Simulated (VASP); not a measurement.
Set up this calculation in VASP 6.6.1, as the native input.

| Quantity | Value |
| --- | --- |
| Task | single point |
| Functional | LDA |
| Potentials or basis | VASP PAW LDA potentials, release 64 (Au) |
| Cutoff | 520 eV |
| k mesh | 16 × 16 × 9 |
| Occupations | fermi-dirac, width 0.05 eV |
| Spin | no spin polarisation |
| Dipole correction | no |
| Further INCAR settings | ALGO = Normal; EDIFF = 1e-06; NBANDS = 18 |

The structure of Au lies in POSCAR:

```
Au
1.0
    2.8467912931      0.0000000000      0.0000000000
   -1.4233956466      2.4653935791      0.0000000000
    0.0000000000      0.0000000000      4.7279617427
Au
2
Direct
    0.3333333333      0.6666666667      0.2500000000
    0.6666666667      0.3333333333      0.7500000000
```

One way to write it, as run:

INCAR

```
SYSTEM = Au
PREC = Accurate ; ENCUT = 520
EDIFF = 1E-6 ; ISMEAR = -1
SIGMA = 0.05 ; LREAL = .False.
LASPH = .True. ; NELM = 80
ALGO = Normal ; ISIF = 2
LWAVE = .False. ; LCHARG = .True.
GGA = CA ; LELF = .True.
LVHAR = .True. ; NBANDS = 18
```

KPOINTS

```
regular mesh
0
Gamma
  16 16 9
  0 0 0
```

Potentials or basis: VASP PAW LDA potentials, release 64 (Au).

Command:

```bash
$ cat potpaw_LDA.64/Au/POTCAR > POTCAR
$ mpirun -np 1 vasp_std > vasp.out
```

It gave:

```
Pressure               : 0.5 GPa
Band gap on the k mesh : zero (band 11 reaches 13.11 eV, above the bottom of band 12 at 7.14 eV)
```

Caveat: spin-orbit coupling is left out, which moves the levels of the heavy elements.

It took 22 s on 1 thread of Intel(R) Xeon(R) 6975P-C (Granite Rapids), with other jobs on the host, peak memory 0.19 GiB.
